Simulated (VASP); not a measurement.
# GdN: single point with PBEsol+U

The system is GdN.

```
Gd N
1.0
     0.00000    2.47173    2.47173
     2.47173    0.00000    2.47173
     2.47173    2.47173    0.00000
Gd N
1 1
Direct
  0.00000 0.00000 0.00000
  0.50000 0.50000 0.50000
```

| Quantity | Value |
| --- | --- |
| Program | VASP 6.6.1 |
| Task | single point |
| Functional | PBEsol |
| Potentials or basis | VASP PAW PBE potentials, release 64 (Gd, N) |
| Cutoff | 520 eV |
| k mesh | 14 × 14 × 14 |
| Occupations | gaussian, width 0.1 eV |
| Spin | collinear spin |
| Starting moments | [7.62, -0.16] μB |
| Hubbard terms | Gd f U = 6.0 eV |
| Dipole correction | no |
| k mesh for the DOS | 21 × 21 × 21 |
| Occupations for the DOS | tetrahedron |
| Further INCAR settings | ALGO = Normal; EDIFF = 1e-06 |

```yaml
Net_moment: 7.00 μB per cell
Site_moments: Gd +6.88; N -0.12 μB
Valence_electrons_inside_the_program's_atomic_spheres: Gd 15.22; N 3.63
```

Levels at points of the mesh, in eV from the Fermi level:
Spin up:
```
           k point  band 11  band 12  band 13  band 14  band 15  band 16  band 17  band 18  band 19
(0.00, 0.00, 0.00)    -5.89    -5.89     0.16     0.16     0.16     2.54     2.54     2.54     3.49
```
Spin down:
```
           k point  band 4  band 5  band 6  band 7  band 8  band 9  band 10  band 11  band 12  band 13
(0.00, 0.00, 0.00)  -18.29  -12.97   -0.45   -0.45   -0.45    3.34     3.34     3.34     3.96     4.54
```

Eigenvalues of the final occupation matrices:
| site | spin | trace | eigenvalues |
| --- | --- | --- | --- |
| site 1 f | 1 | 6.94 | 0.99 0.99 0.99 0.99 0.99 0.99 0.99 |
| site 1 f | 2 | 0.04 | 0.00 0.00 0.00 0.00 0.01 0.01 0.01 |

Run time: 12 min on 1 thread of Oxide Virtual Turin-like Processor, on a shared host, peak memory 0.38 GiB.

Caveat: spin-orbit coupling is left out, which moves the levels of the heavy elements; a cell with one magnetic atom can't hold antiferromagnetic order, which such compounds often take.
